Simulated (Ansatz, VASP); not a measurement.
# Two plane-wave programs on Ge

The input POSCAR:

```
Ge
1.0
   -2.5744900000      2.5744900000      1.3974100000
    2.5744900000     -2.5744900000      1.3974100000
    2.5744900000      2.5744900000     -1.3974100000
Ge
2
Direct
    0.2482700000      0.7338700000      0.4799100000
    0.4930509760      0.4969909760      0.9910700000
```

INCAR.step1

```
SYSTEM = Ge
ALGO = Normal
EDIFF = 1E-4
ENCUT = 520
GGA = PE
ISMEAR = 1
LASPH = .TRUE.
LCHARG = .FALSE.
LREAL = .FALSE.
LWAVE = .TRUE.
NBANDS = 21
NELM = 80
PREC = Accurate
SIGMA = 0.1
```

File INCAR.step2:

```
SYSTEM = Ge
ALGO = Normal
EDIFF = 1E-6
ENCUT = 520
ISIF = 2
ISMEAR = 1
ISTART = 1
LASPH = .TRUE.
LCHARG = .FALSE.
LMIXTAU = .TRUE.
LREAL = .FALSE.
LWAVE = .FALSE.
METAGGA = R2SCAN
NBANDS = 21
NELM = 80
PREC = Accurate
SIGMA = 0.1
```

The input KPOINTS:

```
k-points
0
G
  8 8 6
  0 0 0
```

Input for Ansatz:

```yaml
crystal:
  lattice:
    - [-2.57449, 2.57449, 1.39741]
    - [2.57449, -2.57449, 1.39741]
    - [2.57449, 2.57449, -1.39741]
  atoms:
    - { symbol: Ge, position: [0.24827, 0.73387, 0.47991] }
    - { symbol: Ge, position: [0.4930509760199226, 0.4969909760199226, 0.99107] }
basis:
  ecutwfc: 650.0
  xc_grid: 2
kpoints:
  mp_grid:
    grid: [8, 8, 6]
hamiltonian:
  xc: r2scan
scf:
  convergence:
    dr2_threshold: 1.0e-09
  occupations:
    method: cold
    width: 0.1
output:
  forces: true
  stress: true
```

Alike in both runs: task single point; functional r2SCAN; k mesh 8 × 8 × 6; no spin polarisation.

|  | VASP | Ansatz |
| --- | --- | --- |
| version | VASP 6.6.1 | Ansatz 0.2.0 |
| potentials or method | VASP PAW PBE potentials, release 64 (Ge_d), cutoff 520 eV | plane waves, PAW |
| occupations | methfessel-paxton of order 1, width 0.1 eV | cold, width 0.1 eV |
| valence electrons in the cell | 28 | 28 |

```tsv
	VASP	Ansatz	Ansatz less VASP
pressure (GPa)	0.9	0.9	0.00
traceless stress, the component that is largest in VASP (GPa)	2.63	2.74	+0.105
rms of the force components (eV/Å)	0.118	0.119	+0.0007
```

VASP's potentials were made for PBE, not for r2SCAN. Atom by atom the forces differ by 0.002 eV/Å (rms over components). Ansatz's warnings: stress scf threshold loose.
